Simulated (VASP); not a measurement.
# In3GaN2 (P-6m2) in VASP: further runs

In3GaN2 is run at these levels: PBE; tasks: single point.

Everything below comes from runs of VASP 6.6.1. Logs are shortened: lines on timing, memory, paths and dates and some standing lists are left out, and cuts for length are marked.

## 1. The cell of the first run

Symmetry: P-6m2, No. 187, hexagonal system. The conventional cell has a = 5.662 Å, b = 5.662 Å, c = 5.858 Å, α = 90.00°, β = 90.00°, γ = 120.00°. In (site symmetry -6m2) has 2 Ga at 2.93 Å and 3 In at 3.27 Å and 6 N at 3.32 Å within 3.9 Å. Within 3.9 Å of In (site symmetry -6m2) lie 2 In at 2.93 Å and 3 Ga at 3.27 Å. In (site symmetry -6m2) has 5 In at 2.93 to 3.27 Å and 6 N at 3.32 Å within 3.9 Å. Ga (site symmetry -6m2) has 5 In at 2.93 to 3.27 Å within 3.9 Å. Within 1.5 Å of N (site symmetry 3m) lie 1 N at 1.11 Å.

## 2. Single point, PBE

Contents of INCAR:

```
SYSTEM = In3GaN2
PREC = Accurate
ENCUT = 520
EDIFF = 1E-6
ISMEAR = 0
SIGMA = 0.1
LREAL = .False.
LASPH = .True.
NELM = 60
ALGO = Normal
ISIF = 2
LWAVE = .False.
LCHARG = .True.
GGA = PE
LELF = .True.
LVHAR = .True.
NBANDS = 40
```

Contents of KPOINTS:

```
Automatic mesh
0
Gamma
  12 12 6
  0 0 0
```

Contents of POSCAR:

```
In3GaN2
1.0
    5.6621636935      0.0000000000      0.0000000000
   -2.8310818467      4.9035775990      0.0000000000
    0.0000000000      0.0000000000      5.8578932101
In Ga N
3 1 2
Direct
    0.0000000000      0.0000000000      0.5000000000
    0.3333333333      0.6666666667      0.0000000000
    0.3333333333      0.6666666667      0.5000000000
    0.0000000000      0.0000000000      0.0000000000
    0.6666666667      0.3333333333      0.4050290588
    0.6666666667      0.3333333333      0.5949709412
```

Potentials or basis: VASP PAW PBE potentials, release 64 (In_d, Ga_d, N).

Command:

```bash
cat potpaw_PBE.64/In_d/POTCAR potpaw_PBE.64/Ga_d/POTCAR potpaw_PBE.64/N/POTCAR > POTCAR
mpirun -np 1 vasp_std > vasp.out
```

OUTCAR:

```text
SYSTEM = In3GaN2
   PREC = Accurate
   ENCUT = 520
   EDIFF = 1E-6
   ISMEAR = 0
   LREAL = .False.
   LASPH = .True.
   NELM = 60
   ISIF = 2
   GGA = PE

 ion  position               nearest neighbor table
   1  0.000  0.000  0.500-   4 2.93   4 2.93   3 3.27   3 3.27   3 3.27
   2  0.333  0.667  0.000-   3 2.93   3 2.93   4 3.27   4 3.27   4 3.27
   3  0.333  0.667  0.500-   2 2.93   2 2.93   1 3.27   1 3.27   1 3.27
   4  0.000  0.000  0.000-   1 2.93   1 2.93   2 3.27   2 3.27   2 3.27
   5  0.667  0.333  0.405-   6 1.11
   6  0.667  0.333  0.595-   5 1.11

  LATTYP: Found a hexagonal cell.
 ALAT       =     5.6621636935
 C/A-ratio  =     1.0345679721

  Lattice vectors:

 A1 = (   5.6621636935,   0.0000000000,   0.0000000000)
 A2 = (  -2.8310818467,   4.9035775990,   0.0000000000)
 A3 = (   0.0000000000,   0.0000000000,   5.8578932101)

Analysis of symmetry for initial positions (statically):
=====================================================================
 Subroutine PRICEL returns:
 Original cell was already a primitive cell.

 Routine SETGRP: Setting up the symmetry group for a
 hexagonal supercell.

 Subroutine GETGRP returns: Found 12 space group operations
 (whereof 12 operations were pure point group operations)
 out of a pool of 24 trial point group operations.

The static configuration has the point symmetry D_3h.

Analysis of symmetry for dynamics (positions and initial velocities):
=====================================================================
 Subroutine PRICEL returns:
 Original cell was already a primitive cell.

 Routine SETGRP: Setting up the symmetry group for a
 hexagonal supercell.

 Subroutine GETGRP returns: Found 12 space group operations
 (whereof 12 operations were pure point group operations)
 out of a pool of 24 trial point group operations.

The dynamic configuration has the point symmetry D_3h.

 Subroutine INISYM returns: Found 12 space group operations
 (whereof 12 operations are pure point group operations),
 and found     1 'primitive' translations

----------------------------------------------------------------------------------------

                                     Primitive cell

  volume of cell :     162.6436

  direct lattice vectors                    reciprocal lattice vectors
     5.662163694  0.000000000  0.000000000     0.176610931  0.101966368  0.000000000
[... 90 lines left out ...]
   LSORBIT =      F    spin-orbit coupling
   LASPH  =      T    aspherical Exc in radial PAW
   ENCUT  =  520.0 eV  38.22 Ry    6.18 a.u.  10.53 10.53 10.89*2*pi/ulx,y,z
   NELM   =     60;   NELMIN=  2; NELMDL= -5     # of ELM steps
   EDIFF  = 0.1E-05   stopping-criterion for ELM
   LREAL  =      F    real-space projection
   EDIFFG = 0.1E-04   stopping-criterion for IOM
   NSW    =      0    number of steps for IOM
   IBRION =     -1    ionic relax: 0-MD 1-quasi-New 2-CG
   NFREE  =      0    steps in history (QN), initial steepest desc. (CG)
   ISIF   =      2    stress and relaxation
   ISYM   =      2    0-nonsym 1-usesym 2-fastsym
   POTIM  = 0.5000    time-step for ionic-motion
   TEBEG  =    0.0;   TEEND  =   0.0 temperature during run
   PSTRESS=    0.0 pullay stress
   NELECT =      62.0000    total number of electrons
   NUPDOWN=      -1.0000    fix difference up-down
   EMIN   =  10.00;   EMAX   =-10.00  energy-range for DOS
   EFERMI =   0.00;   METHOD = LEGACY
   ISMEAR =     0;   SIGMA  =   0.10  broadening in eV -4-tet -1-fermi 0-gaus
   EFERMI_NEDOS =   21; number of points for ismear=-14 and -15
   IALGO  =     38    algorithm
   IMIX   =      4    mixing-type and parameters
     AMIX     =   0.40;   BMIX     =  1.00
     AMIX_MAG =   1.60;   BMIX_MAG =  1.00
  volume/ion in A,a.u.               =      27.11       182.93
  Fermi-wavevector in a.u.,A,eV,Ry     =   1.187025  2.243151 19.170985  1.409028
  Thomas-Fermi vector in A             =   2.323185
   LORBIT       =      0    0 simple, 1 ext, 2 COOP (PROOUT), +10 PAW based schemes
   GGA     = PE    functional components
   LHFCALC =     F    Hartree Fock is set to
   AEXX    =    0.0000 exact exchange contribution
   IVDW    =     0    specifies the selected vdW correction
   LEPSILON=     F    determine dielectric tensor
   LRPA    =     F    only Hartree local field effects (RPA)
 non-spin polarized calculation
 Gauss-broadening in eV      SIGMA  =   0.10
  energy-cutoff  :      520.00
  volume of cell :      162.64
 maximum number of plane-waves:      4408
   NGX = 21   NGY = 21   NGZ = 21

 number of electron      61.9999982 magnetization

 Free energy of the ion-electron system (eV)
  ---------------------------------------------------
  ext. energy  EPLUGINS =         0.00000000
  ---------------------------------------------------
  free energy    TOTEN  =       -25.18767748 eV

  energy without entropy =      -25.17830629  energy(sigma->0) =      -25.18299189

 E-fermi :   3.8666     XC(G=0):  -8.6625

 val. band max:        3.8327820126   @ k =   0.2500   0.0000   0.0000
 cond. band min:       3.8816345605   @ k =   0.2500   0.2500   0.3333
 fundamental gap:      0.0488525479
 Fermi energy:         3.8666023096

 k-point     1 :       0.0000    0.0000    0.0000
  band No.  band energies     occupation
      1     -20.7690      2.00000
      2     -11.2725      2.00000
      3     -11.1996      2.00000
      4     -11.1216      2.00000
      5     -11.1216      2.00000
      6     -11.1183      2.00000
[... 1021 lines left out ...]
     39       7.5433      0.00000
     40       9.5044      0.00000

 [... further k-points ...]
[... 5 lines left out ...]
  --------------------------------------------------------------------------------------
  -------------------------------------------------------------------------------------
  Total       -0.0591278     -0.0591278      1.6058534     -0.0000000     -0.0000000      0.0000000
  in kB       -0.5824592     -0.5824592     15.8190196     -0.0000000     -0.0000000      0.0000000
  external PRESSURE =       4.8847004 kB  Pullay stress =       0.0000000 kB

 VOLUME and BASIS-vectors are now :
 -----------------------------------------------------------------------------
  energy-cutoff  :      520.00
  volume of cell :      162.64
      direct lattice vectors                 reciprocal lattice vectors
     5.662163694  0.000000000  0.000000000     0.176610931  0.101966368  0.000000000
    -2.831081847  4.903577599  0.000000000     0.000000000  0.203932737  0.000000000
     0.000000000  0.000000000  5.857893210     0.000000000  0.000000000  0.170709838

 POSITION                                       TOTAL-FORCE (eV/Angst)
 -----------------------------------------------------------------------------------
      0.00000      0.00000      2.92895        -0.000000     -0.000000     -0.000000
     -0.00000      3.26905      0.00000        -0.000000      0.000000     -0.000000
     -0.00000      3.26905      2.92895        -0.000000      0.000000     -0.000000
      0.00000      0.00000      0.00000        -0.000000     -0.000000     -0.000000
      2.83108      1.63453      2.37262         0.000000      0.000000     -1.520035
      2.83108      1.63453      3.48528         0.000000      0.000000      1.520035
 -----------------------------------------------------------------------------------
    total drift:                                0.000001     -0.000001     -0.000000

  FREE ENERGIE OF THE ION-ELECTRON SYSTEM (eV)
  ---------------------------------------------------
  free  energy   TOTEN  =       -25.1876774774 eV

  energy  without entropy=      -25.1783062926  energy(sigma->0) =      -25.18299189
```

OSZICAR:

```text
N       E                     dE             d eps       ncg     rms          rms(c)
DAV:   1     0.637969933047E+03    0.63797E+03   -0.29434E+04  6296   0.201E+03
DAV:   2     0.786344308354E+02   -0.55934E+03   -0.53473E+03  6280   0.533E+02
DAV:   3    -0.200552646774E+02   -0.98690E+02   -0.96363E+02  7784   0.211E+02
DAV:   4    -0.258269584063E+02   -0.57717E+01   -0.56941E+01  7288   0.532E+01
DAV:   5    -0.260396575461E+02   -0.21270E+00   -0.21204E+00  8576   0.103E+01    0.882E+00
DAV:   6    -0.252895011164E+02    0.75016E+00   -0.17776E+00  7664   0.746E+00    0.504E+00
DAV:   7    -0.252078383423E+02    0.81663E-01   -0.38445E-01  7336   0.319E+00    0.227E+00
DAV:   8    -0.251856801154E+02    0.22158E-01   -0.41945E-02  7968   0.228E+00    0.496E-01
DAV:   9    -0.251872300649E+02   -0.15499E-02   -0.11414E-02  7456   0.669E-01    0.228E-01
DAV:  10    -0.251876295614E+02   -0.39950E-03   -0.11959E-03  8088   0.472E-01    0.375E-02
DAV:  11    -0.251876569150E+02   -0.27354E-04   -0.19954E-04  8856   0.192E-01    0.195E-02
DAV:  12    -0.251876733055E+02   -0.16391E-04   -0.55210E-05  8464   0.749E-02    0.914E-03
DAV:  13    -0.251876763946E+02   -0.30891E-05   -0.12144E-05  7288   0.240E-02    0.416E-03
DAV:  14    -0.251876773983E+02   -0.10037E-05   -0.19590E-06  5416   0.909E-03    0.166E-03
DAV:  15    -0.251876774774E+02   -0.79152E-07   -0.19997E-07  4672   0.396E-03
   1 F= -.25187677E+02 E0= -.25182992E+02  d E =-.937118E-02
```

It took 6.1 min on 1 thread of Intel Xeon Platinum 8375C at 2.90GHz (Ice Lake), shared host; peak memory 0.57 GiB.

Results:

| Quantity | Value |
| --- | --- |
| Free energy | -25.1877 eV |
| Pressure | 0.5 GPa |
| Largest force | 1.520 eV/Å |
| Band gap on the k mesh | zero (band 31 reaches 4.20 eV, above the bottom of band 32 at 2.49 eV) |

Forces on the atoms (eV/Å):
```
In   0.000  0.000  0.000
In   0.000  0.000  0.000
In   0.000  0.000  0.000
Ga   0.000  0.000  0.000
N    0.000  0.000 -1.520
N    0.000  0.000  1.520
```

Caveat: the standard files for N, O and F lose accuracy on very short bonds; spin-orbit coupling is left out, which moves the levels of the heavy elements; forces of over 1 eV/Å act on the atoms, so gaps and moduli don't describe the material at rest.

## 3. Single point, PBE, collinear spin, ferromagnetic start

This run uses another cell than the first one, of 26.95 Å³/atom, 0.994 times its volume.

Contents of INCAR:

```
PREC     = Accurate       # precision mode
ENCUT    = 520            # plane-wave cutoff, eV
EDIFF    = 1E-7           # SCF threshold, eV
ISMEAR   = 0              # smearing method
SIGMA    = 0.1            # smearing width, eV
LREAL    = False          # projectors in reciprocal space
LASPH    = True           # aspherical terms in the spheres
NELM     = 150            # most SCF steps
ALGO     = Normal         # electronic algorithm
ISIF     = 2              # what is computed and relaxed
LWAVE    = False          # write WAVECAR
LCHARG   = False          # write CHGCAR
ISPIN    = 2              # spin polarisation
MAGMOM   = 0 0 0 0 1 1    # initial moments
LORBIT   = 11             # projections on sites
GGA      = PE             # functional
NBANDS   = 44             # bands
```

Contents of KPOINTS:

```
Automatic mesh
0
Gamma
  6 6 4
```

Contents of POSCAR:

```
In3GaN2
1.0
    5.5729592393      0.0000000000      0.0000000000
   -2.7864796196      4.8263242754      0.0000000000
    0.0000000000      0.0000000000      6.0118641372
In Ga N
3 1 2
Direct
    0.0000000000      0.0000000000      0.5000000000
    0.3333333333      0.6666666667      0.0000000000
    0.3333333333      0.6666666667      0.5000000000
    0.0000000000      0.0000000000      0.0000000000
    0.6666666667      0.3333333333      0.4071384685
    0.6666666667      0.3333333333      0.5928615315
```

Potentials or basis: VASP PAW PBE potentials, release 64 (In_d, Ga_d, N).

Command:

```bash
cat potpaw_PBE.64/In_d/POTCAR potpaw_PBE.64/Ga_d/POTCAR potpaw_PBE.64/N/POTCAR > POTCAR
mpirun -np 1 vasp_std > vasp.out
```

Run time: 6.6 min. Hardware: 1 thread of Intel Xeon Platinum 8259CL at 2.50GHz (Skylake/Cascade Lake), shared host; peak memory 0.47 GiB.

Results (log left out):

| Item | Value |
| --- | --- |
| Free energy | -25.0671 eV |
| Pressure | 0.5 GPa |
| Largest force | 1.422 eV/Å |
| Band gap on the k mesh | zero (filled and empty bands overlap) |
| Net moment | 0.00 μB per cell |
| Valence electrons inside the program's atomic spheres | In 11.32, 11.29, 11.35; Ga 11.43; N 3.85 |

Forces on the atoms (eV/Å):
```
In   0.000  0.000  0.000
In   0.000  0.000  0.000
In   0.000  0.000  0.000
Ga   0.000  0.000  0.000
N    0.000  0.000 -1.422
N    0.000  0.000  1.422
```

Stress tensor (GPa, compression positive):
```
0.04 0.00 0.00
0.00 0.04 0.00
0.00 0.00 1.30
```

Levels at points of the mesh, in eV from the Fermi level:
Spin up:
| k point | band 27 | band 28 | band 29 | band 30 | band 31 | band 32 | band 33 | band 34 | band 35 | band 36 |
| --- | --- | --- | --- | --- | --- | --- | --- | --- | --- | --- |
| (0.00, 0.00, 0.00) | -4.22 | -3.50 | -2.16 | -0.90 | -0.90 | 0.54 | 0.97 | 1.34 | 1.34 | 1.97 |
| (0.50, 0.00, 0.00) | -5.48 | -3.06 | -2.12 | -1.73 | -1.16 | -0.48 | 0.60 | 1.26 | 1.63 | 1.96 |
| (0.00, 0.00, 0.50) | -5.54 | -2.80 | -2.34 | 0.01 | 0.01 | 0.33 | 0.33 | 1.05 | 1.05 | 2.52 |
| (0.50, 0.00, 0.50) | -5.10 | -4.76 | -4.51 | -0.58 | 0.05 | 1.04 | 1.30 | 1.74 | 1.78 | 3.33 |
Spin down:
| k point | band 27 | band 28 | band 29 | band 30 | band 31 | band 32 | band 33 | band 34 | band 35 | band 36 |
| --- | --- | --- | --- | --- | --- | --- | --- | --- | --- | --- |
| (0.00, 0.00, 0.00) | -4.22 | -3.50 | -2.16 | -0.90 | -0.90 | 0.54 | 0.97 | 1.34 | 1.34 | 1.98 |
| (0.50, 0.00, 0.00) | -5.48 | -3.06 | -2.12 | -1.73 | -1.16 | -0.48 | 0.60 | 1.26 | 1.63 | 1.96 |
| (0.00, 0.00, 0.50) | -5.54 | -2.80 | -2.34 | 0.01 | 0.01 | 0.33 | 0.33 | 1.05 | 1.05 | 2.52 |
| (0.50, 0.00, 0.50) | -5.10 | -4.76 | -4.51 | -0.58 | 0.05 | 1.04 | 1.30 | 1.74 | 1.78 | 3.33 |

Caveat: the standard files for N, O and F lose accuracy on very short bonds; spin-orbit coupling is left out, which moves the levels of the heavy elements; forces of over 1 eV/Å act on the atoms, so gaps and moduli don't describe the material at rest.
